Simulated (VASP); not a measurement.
As: single point with LDA

Crystal: As.

```
As
1.0
     0.00000    3.06084    3.06084
     3.06084    0.00000    3.06084
     3.06084    3.06084    0.00000
As
2
Direct
  0.12500 0.12500 0.12500
  0.87500 0.87500 0.87500
```

This cell differs from its parent crystal: volume scaled by 1.08.

```yaml
Program: VASP 6.6.1
Task: single point
Functional: LDA
Potentials_or_basis: VASP PAW LDA potentials, release 64 (As)
Cutoff: 520 eV
k_mesh: 10 × 10 × 10
Occupations: fermi-dirac, width 0.1 eV
Spin: no spin polarisation
```

```json
{"Pressure": "-3.5 GPa", "Band gap on the k mesh": "zero (band 5 reaches 3.52 eV, above the bottom of band 6 at 2.12 eV)"}
```

Levels at points of the mesh, in eV from the Fermi level:
```csv
k point,band 1,band 2,band 3,band 4,band 5,band 6,band 7,band 8,band 9,band 10
"(0.00, 0.00, 0.00)",-13.53,-6.04,-1.96,-1.96,-1.96,0.73,0.73,0.73,4.73,8.01
"(0.50, 0.00, 0.00)",-12.20,-9.38,-2.88,-2.88,-2.63,1.94,1.94,4.75,6.96,7.65
"(0.50, 0.50, 0.00)",-10.86,-10.86,-3.92,-3.92,-0.58,-0.58,5.01,5.01,7.43,7.43
```

It took 7.4 s on 1 thread of Intel(R) Xeon(R) 6975P-C (Granite Rapids), on a shared host, peak memory 0.16 GiB.
